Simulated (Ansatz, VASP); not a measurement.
# BiTe: VASP beside Ansatz

```
CELL_PARAMETERS angstrom
2.43875 1.40801 3.33926
-2.43875 1.40801 3.33926
0.00000 -2.81603 3.33926
ATOMIC_POSITIONS crystal
Bi 0.50000 0.50000 0.50000
Te 0.00000 0.00000 0.00000
```

Change from the starting cell: volume scaled by 1.02.

Alike in both runs: task single point; functional LDA; k mesh 7 × 7 × 7; occupations fermi-dirac, width 0.05 eV; no spin polarisation.

|  | VASP | Ansatz |
| --- | --- | --- |
| version | VASP 6.6.1 | Ansatz 0.2.0 |
| potentials or method | VASP PAW LDA potentials, release 64 (Bi_d, Te), cutoff 520 eV | all-electron LAPW, scalar-relativistic |

VASP gave:

```
gap on the k mesh at the Fermi level (eV)                     : none
pressure (GPa)                                                : -4.2
traceless stress, the component that is largest in VASP (GPa) : 0.51
```

Question: Which values does Ansatz return?

Answer: gap on the k mesh at the Fermi level (eV): none; pressure (GPa): -4.2; traceless stress, the component that is largest in VASP (GPa): 0.53.

LDA's correlation is that of Perdew and Zunger in VASP and of Perdew and Wang (1992) in Ansatz. A gap of «none» marks a metal or a gap that the smearing closes. Ansatz ran all-electron here, and VASP with PAW potentials.

Neither program's run includes spin-orbit coupling.
